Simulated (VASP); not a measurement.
# BaTiO3 (P4mm) in VASP: settings compared, part 3 of 3

VASP 6.6.1. Earlier steps stand in the parts before.

## (5) Single point, PBE

This run uses another cell than the first one, of 12.86 Å³/atom, 0.962 times its volume.

INCAR reads:

```
SYSTEM = BaTiO3
PREC     = Accurate       ! precision mode
ENCUT    = 520            ! plane-wave cutoff, eV
EDIFF    = 1E-6           ! SCF threshold, eV
ISMEAR   = -1             ! smearing method
SIGMA    = 0.05           ! smearing width, eV
LREAL    = .False.        ! projectors in reciprocal space
LASPH    = .True.         ! aspherical terms in the spheres
NELM     = 100            ! most SCF steps
ALGO     = Normal         ! electronic algorithm
ISIF     = 2              ! what is computed and relaxed
LWAVE    = .False.        ! write WAVECAR
LCHARG   = .True.         ! write CHGCAR
GGA      = PE             ! functional
LELF     = .True.         ! ELF
LVHAR    = .True.       
NBANDS   = 28             ! bands
```

KPOINTS reads:

```
Automatic mesh
0
Gamma
  5 5 5
  0 0 0
```

POSCAR reads:

```
BaTiO3
1.0
    3.9998000000      0.0000000000      0.0000000000
    0.0000000000      3.9998000000      0.0000000000
    0.0000000000      0.0000000000      4.0180000000
Ba Ti O
1 1 3
Direct
    0.0000000000      0.0000000000      0.0000000000
    0.5000000000      0.5000000000      0.4900000000
    0.0000000000      0.5000000000      0.5170000000
    0.5000000000      0.0000000000      0.5170000000
    0.5000000000      0.5000000000      0.0190000000
```

Potentials or basis: VASP PAW PBE potentials, release 64 (Ba_sv, Ti_sv, O).

Launch:

```
cat potpaw_PBE.64/Ba_sv/POTCAR potpaw_PBE.64/Ti_sv/POTCAR potpaw_PBE.64/O/POTCAR > POTCAR
mpirun -np 1 vasp_std > vasp.out
```

OUTCAR:

```text
SYSTEM = BaTiO3
   PREC = Accurate
   ENCUT = 520
   EDIFF = 1E-6
   ISMEAR = -1
   LREAL = .False.
   LASPH = .True.
   NELM = 100
   ISIF = 2
   GGA = PE

 ion  position               nearest neighbor table
   1  0.000  0.000  0.000-   3 2.79   4 2.79   3 2.79   4 2.79   5 2.83   5 2.83   5 2.83   5 2.83
                             4 2.88   3 2.88   4 2.88   3 2.88   2 3.45   2 3.45   2 3.45   2 3.45
   2  0.500  0.500  0.490-   5 1.89   4 2.00   3 2.00   4 2.00   3 2.00   5 2.13   1 3.45   1 3.45
                             1 3.45   1 3.45   1 3.49   1 3.49   1 3.49   1 3.49
   3  0.000  0.500  0.517-   2 2.00   2 2.00   1 2.79   1 2.79   1 2.88   1 2.88
   4  0.500  0.000  0.517-   2 2.00   2 2.00   1 2.79   1 2.79   1 2.88   1 2.88
   5  0.500  0.500  0.019-   2 1.89   2 2.13   1 2.83   1 2.83   1 2.83   1 2.83

  LATTYP: Found a simple tetragonal cell.
 ALAT       =     3.9998000000
 C/A-ratio  =     1.0045502275

  Lattice vectors:

 A1 = (   3.9998000000,   0.0000000000,   0.0000000000)
 A2 = (   0.0000000000,   3.9998000000,   0.0000000000)
 A3 = (   0.0000000000,   0.0000000000,   4.0180000000)

Analysis of symmetry for initial positions (statically):
=====================================================================
 Subroutine PRICEL returns:
 Original cell was already a primitive cell.

 Routine SETGRP: Setting up the symmetry group for a
 simple tetragonal supercell.

 Subroutine GETGRP returns: Found  8 space group operations
 (whereof  8 operations were pure point group operations)
 out of a pool of 16 trial point group operations.

The static configuration has the point symmetry C_4v.

Analysis of symmetry for dynamics (positions and initial velocities):
=====================================================================
 Subroutine PRICEL returns:
 Original cell was already a primitive cell.

 Routine SETGRP: Setting up the symmetry group for a
 simple tetragonal supercell.

 Subroutine GETGRP returns: Found  8 space group operations
 (whereof  8 operations were pure point group operations)
 out of a pool of 16 trial point group operations.

The dynamic configuration has the point symmetry C_4v.

 Subroutine INISYM returns: Found  8 space group operations
 (whereof  8 operations are pure point group operations),
 and found     1 'primitive' translations

----------------------------------------------------------------------------------------

                                     Primitive cell

  volume of cell :      64.2816

  direct lattice vectors                    reciprocal lattice vectors
     3.999800000  0.000000000  0.000000000     0.250012501  0.000000000  0.000000000
     0.000000000  3.999800000  0.000000000     0.000000000  0.250012501  0.000000000
     0.000000000  0.000000000  4.018000000     0.000000000  0.000000000  0.248880040

  length of vectors
     3.999800000  3.999800000  4.018000000     0.250012501  0.250012501  0.248880040

  position of ions in fractional coordinates (direct lattice)
     0.000000000  0.000000000  0.000000000
     0.500000000  0.500000000  0.490000000
     0.000000000  0.500000000  0.517000000
     0.500000000  0.000000000  0.517000000
     0.500000000  0.500000000  0.019000000

  ion indices of the primitive-cell ions
   primitive index   ion index
                 1           1
                 2           2
[... 31 lines left out ...]
            Coordinates               Weight
  0.000000  0.000000  0.000000      1.000000
  0.200000  0.000000  0.000000      4.000000
  0.400000  0.000000  0.000000      4.000000
  0.200000  0.200000  0.000000      4.000000
  0.400000  0.200000  0.000000      8.000000
  0.400000  0.400000  0.000000      4.000000
[... 10 lines left out ...]
  0.400000  0.200000  0.400000     16.000000
  0.400000  0.400000  0.400000      8.000000
   k-points           NKPTS =     18   k-points in BZ     NKDIM =     18   number of bands    NBANDS=     28
   number of dos      NEDOS =    301   number of ions     NIONS =      5
   total plane-waves  NPLWV =  27000
   dimension x,y,z NGX =    30 NGY =   30 NGZ =   30
   dimension x,y,z NGXF=    60 NGYF=   60 NGZF=   60
   ions per type =               1   1   3
   NGX,Y,Z   is equivalent  to a cutoff of  12.47, 12.47, 12.41 a.u.
   NGXF,Y,Z  is equivalent  to a cutoff of  24.94, 24.94, 24.83 a.u.
 SYSTEM =  BaTiO3
   PREC   = accura    normal or accurate (medium, high low for compatibility)
   ISTART =      0    job   : 0-new  1-cont  2-samecut
   ICHARG =      2    charge: 1-file 2-atom 10-const
   ISPIN  =      1    spin polarized calculation?
   LNONCOLLINEAR =      F non collinear calculations
   LSORBIT =      F    spin-orbit coupling
   LASPH  =      T    aspherical Exc in radial PAW
   ENCUT  =  520.0 eV  38.22 Ry    6.18 a.u.   7.44  7.44  7.47*2*pi/ulx,y,z
   NELM   =    100;   NELMIN=  2; NELMDL= -5     # of ELM steps
   EDIFF  = 0.1E-05   stopping-criterion for ELM
   LREAL  =      F    real-space projection
   EDIFFG = 0.1E-04   stopping-criterion for IOM
   NSW    =      0    number of steps for IOM
   IBRION =     -1    ionic relax: 0-MD 1-quasi-New 2-CG
   NFREE  =      0    steps in history (QN), initial steepest desc. (CG)
   ISIF   =      2    stress and relaxation
   ISYM   =      2    0-nonsym 1-usesym 2-fastsym
   POTIM  = 0.5000    time-step for ionic-motion
   TEBEG  =    0.0;   TEEND  =   0.0 temperature during run
   PSTRESS=    0.0 pullay stress
   NELECT =      40.0000    total number of electrons
   NUPDOWN=      -1.0000    fix difference up-down
   EMIN   =  10.00;   EMAX   =-10.00  energy-range for DOS
   EFERMI =   0.00;   METHOD = LEGACY
   ISMEAR =    -1;   SIGMA  =   0.05  broadening in eV -4-tet -1-fermi 0-gaus
   EFERMI_NEDOS =   21; number of points for ismear=-14 and -15
   IALGO  =     38    algorithm
   IMIX   =      4    mixing-type and parameters
     AMIX     =   0.40;   BMIX     =  1.00
     AMIX_MAG =   1.60;   BMIX_MAG =  1.00
  volume/ion in A,a.u.               =      12.86        86.76
  Fermi-wavevector in a.u.,A,eV,Ry     =   1.397653  2.641181 26.578078  1.953434
  Thomas-Fermi vector in A             =   2.520888
   LORBIT       =      0    0 simple, 1 ext, 2 COOP (PROOUT), +10 PAW based schemes
   GGA     = PE    functional components
   LHFCALC =     F    Hartree Fock is set to
   AEXX    =    0.0000 exact exchange contribution
   IVDW    =     0    specifies the selected vdW correction
   LEPSILON=     F    determine dielectric tensor
   LRPA    =     F    only Hartree local field effects (RPA)
 non-spin polarized calculation
  energy-cutoff  :      520.00
  volume of cell :       64.28
 maximum number of plane-waves:      1759
 NGX is ok and might be reduce to    30
   NGX = 15   NGY = 15   NGZ = 15

 number of electron      39.9999977 magnetization

 Free energy of the ion-electron system (eV)
  ---------------------------------------------------
  ext. energy  EPLUGINS =         0.00000000
  ---------------------------------------------------
  free energy    TOTEN  =       -39.98084095 eV

  energy without entropy =      -39.98084095  energy(sigma->0) =      -39.98084095

 E-fermi :   4.7044     XC(G=0): -11.2423

 val. band max:        3.6879875917   @ k =   0.4000   0.4000   0.4000
 cond. band min:       5.6174911391   @ k =   0.0000   0.0000   0.0000
 fundamental gap:      1.9295035474
 Fermi energy:         4.7044171673

 k-point     1 :       0.0000    0.0000    0.0000
  band No.  band energies     occupation
      1     -52.7560      2.00000
      2     -28.9966      2.00000
      3     -28.9672      2.00000
      4     -28.9672      2.00000
      5     -21.0129      2.00000
      6     -13.0747      2.00000
[... 547 lines left out ...]
     27      11.3496      0.00000
     28      11.5268      0.00000

------------------------ aborting loop because EDIFF is reached ----------------------------------------

  FORCE on cell =-STRESS in cart. coord.  units (eV):
  Direction    XX          YY          ZZ          XY          YZ          ZX
  --------------------------------------------------------------------------------------
  -------------------------------------------------------------------------------------
  Total        1.5615287      1.5615287      1.9441013      0.0000000      0.0000000      0.0000000
  in kB       38.9201102     38.9201102     48.4554894      0.0000000      0.0000000      0.0000000
  external PRESSURE =      42.0985699 kB  Pullay stress =       0.0000000 kB

 VOLUME and BASIS-vectors are now :
 -----------------------------------------------------------------------------
  energy-cutoff  :      520.00
  volume of cell :       64.28
      direct lattice vectors                 reciprocal lattice vectors
     3.999800000  0.000000000  0.000000000     0.250012501  0.000000000  0.000000000
     0.000000000  3.999800000  0.000000000     0.000000000  0.250012501  0.000000000
     0.000000000  0.000000000  4.018000000     0.000000000  0.000000000  0.248880040

 POSITION                                       TOTAL-FORCE (eV/Angst)
 -----------------------------------------------------------------------------------
      0.00000      0.00000      0.00000        -0.000000     -0.000000      0.074726
      1.99990      1.99990      1.96882         0.000000      0.000000     -0.132538
      0.00000      1.99990      2.07731         0.000000     -0.000000     -0.111055
      1.99990      0.00000      2.07731         0.000000     -0.000000     -0.111055
      1.99990      1.99990      0.07634         0.000000     -0.000000      0.279923
 -----------------------------------------------------------------------------------
    total drift:                                0.000000      0.000000      0.000171

  FREE ENERGIE OF THE ION-ELECTRON SYSTEM (eV)
  ---------------------------------------------------
  free  energy   TOTEN  =       -39.9808409525 eV

  energy  without entropy=      -39.9808409517  energy(sigma->0) =      -39.98084095
```

It took 37 s on 1 thread of Intel Xeon 6975P-C, shared host; peak memory 0.19 GiB.

What came out:

| Quantity | Value |
| --- | --- |
| Free energy | -39.9808 eV |
| Pressure | 4.2 GPa |
| Largest force | 0.280 eV/Å |
| Band gap on the k mesh | 1.93 eV, indirect (least direct gap 2.06 eV) |

Forces in eV/Å, atoms in the order of the input:
```
Ba   0.000  0.000  0.075
Ti   0.000  0.000 -0.133
O    0.000  0.000 -0.111
O    0.000  0.000 -0.111
O    0.000  0.000  0.280
```

Caveat: spin-orbit coupling is left out, which moves the levels of the heavy elements. A k mesh can miss the band edges.

## (6) The runs side by side

```csv
level,cell,k mesh,grid for exact exchange (PRECFOCK),gap on the mesh (eV),pressure (GPa),largest force (eV/Å)
BLYP+D4,"a = 4.052, b = 4.052, c = 4.071 Å, 5 atoms",7 × 7 × 7,-,1.80,-1.9,0.47
BLYP+D4,"a = 4.078, b = 4.078, c = 4.097 Å, 5 atoms",7 × 7 × 7,-,1.76,-4.7,0.57
B3LYP5,"a = 4.000, b = 4.000, c = 4.018 Å, 5 atoms",4 × 4 × 4,Fast,3.50,4.4,0.45
PBE,"a = 4.000, b = 4.000, c = 4.018 Å, 5 atoms",5 × 5 × 5,-,1.93,4.2,0.28
```

Alike in all rows: task single point; potentials or basis VASP PAW PBE potentials, release 64 (Ba_sv, Ti_sv, O); no spin polarisation; cutoff (eV) 520; smearing fermi-dirac 0.05 eV.

Caveats: spin-orbit coupling is left out, which moves the levels of the heavy elements; the PAW data sets were made with another functional, which shifts forces and pressure a little (some runs).

Total energies depend on the potentials used, so only differences within one code and one set of settings carry meaning.
